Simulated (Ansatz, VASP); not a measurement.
MgTe: VASP beside Ansatz

Contents of INCAR:

```
SYSTEM = MgTe
ALGO     = Normal         ! electronic algorithm
EDIFF    = 1E-6           ! SCF threshold, eV
ENCUT    = 600            ! plane-wave cutoff, eV
GGA      = PE             ! functional
GGA_COMPAT= .False.      
ISIF     = 2              ! what is computed and relaxed
ISMEAR   = 0              ! smearing method
IVDW     = 12             ! dispersion correction
LASPH    = .True.         ! aspherical terms in the spheres
LCHARG   = .False.        ! write CHGCAR
LREAL    = .False.        ! projectors in reciprocal space
LWAVE    = .False.        ! write WAVECAR
NBANDS   = 16             ! bands
NELM     = 120            ! most SCF steps
PREC     = Accurate       ! precision mode
SIGMA    = 0.1            ! smearing width, eV
```

Contents of KPOINTS:

```
k-points
0
Gamma
  6 6 4
  0 0 0
```

POSCAR

```
MgTe
1.0
    4.5902025400      0.0000000000      0.0000000000
   -2.2951012700      3.9752320100      0.0000000000
    0.0000000000      0.0000000000      7.4378057100
Mg Te
2 2
Direct
    0.3333333300      0.6666666700      0.9959911700
    0.6666666700      0.3333333300      0.4959911700
    0.3333333300      0.6666666700      0.3740088300
    0.6666666700      0.3333333300      0.8740088300
```

Input for Ansatz:

```yaml
crystal:
  lattice:
    - [4.59020254, 0.0, 0.0]
    - [-2.29510127, 3.97523201, 0.0]
    - [0.0, 0.0, 7.43780571]
  atoms:
    - { symbol: Mg, position: [0.33333333, 0.66666667, 0.99599117] }
    - { symbol: Mg, position: [0.66666667, 0.33333333, 0.49599117] }
    - { symbol: Te, position: [0.33333333, 0.66666667, 0.37400883] }
    - { symbol: Te, position: [0.66666667, 0.33333333, 0.87400883] }
basis:
  ecutwfc: 420
kpoints:
  mp_grid: { grid: [6, 6, 4] }
hamiltonian:
  xc: pbe
  dispersion: d3bj
  pseudopotentials: { kind: paw, azcp: { folder: soft_1 } }
scf:
  occupations: { method: gaussian, width: 0.1 }
output:
  forces: true
  stress: true
  eigenvalues: true
```

Alike in both runs: task single point; functional PBE; dispersion D3(BJ); k mesh 6 × 6 × 4; occupations gaussian, width 0.1 eV; no spin polarisation.

|  | VASP | Ansatz |
| --- | --- | --- |
| version | VASP 6.6.1 | Ansatz 0.2.0 |
| potentials or method | VASP PAW PBE potentials, release 64 (Mg, Te), cutoff 600 eV | scalar-relativistic, plane waves, PAW |
| valence electrons in the cell | 16 | 52 |

Ansatz gave:

* gap on the k mesh at the Fermi level (eV): 2.42
* least direct gap on the mesh (eV): 2.42
* pressure (GPa): -1.0
* rms of the force components (eV/Å): 0.012

**Question.** What did VASP give for the same quantities?

**Answer.** gap on the k mesh at the Fermi level (eV): 2.41; least direct gap on the mesh (eV): 2.41; pressure (GPa): -1.0; rms of the force components (eV/Å): 0.013.

Atom by atom the forces differ by 0.000 eV/Å (rms over components). VASP's potentials hold 16 valence electrons a cell and Ansatz's 52, so a difference there can come from the potentials and not from the codes.

Spin-orbit coupling is off throughout.
